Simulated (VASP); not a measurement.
Input of a VASP 6.6.1 run:

The input INCAR:

```
SYSTEM = Hf
ALGO     = Fast           ! electronic algorithm
EDIFF    = 1E-7           ! SCF threshold, eV
ENCUT    = 520            ! plane-wave cutoff, eV
GGA      = PS             ! functional
ISIF     = 2              ! what is computed and relaxed
ISMEAR   = 0              ! smearing method
LASPH    = .TRUE.         ! aspherical terms in the spheres
LCHARG   = .FALSE.        ! write CHGCAR
LREAL    = .FALSE.        ! projectors in reciprocal space
LWAVE    = .FALSE.        ! write WAVECAR
NBANDS   = 11             ! bands
NELM     = 100            ! most SCF steps
PREC     = Accurate       ! precision mode
SIGMA    = 0.1            ! smearing width, eV
```

File KPOINTS:

```
k-points
0
G
  14 16 14
  0 0 0
```

File POSCAR:

```
Hf
1.0
    0.0577422000      2.1748674000      2.2653546000
    2.1049818000      0.1088244000      2.2142724000
    2.1758664000      2.1946698000      0.0379398000
Hf
1
Direct
    0.0000000000      0.0000000000      0.0000000000
```

Potentials or basis: VASP PAW PBE potentials, release 64 (Hf_pv).

Run with:

```console
$ cat potpaw_PBE.64/Hf_pv/POTCAR > POTCAR
$ mpirun -np 1 vasp_std > vasp.out
```

(1) What does it give for the pressure?

(2) What does it give for the band gap on the k mesh?

Answers

(1) 9.3 GPa.

(2) zero (band 5 reaches 6.46 eV, above the bottom of band 6 at 4.65 eV).

Caveat: the cell differs from its parent crystal (the cell strained at random); the PAW data sets were made with another functional, which shifts forces and pressure a little; spin-orbit coupling is left out, which moves the levels of the heavy elements.
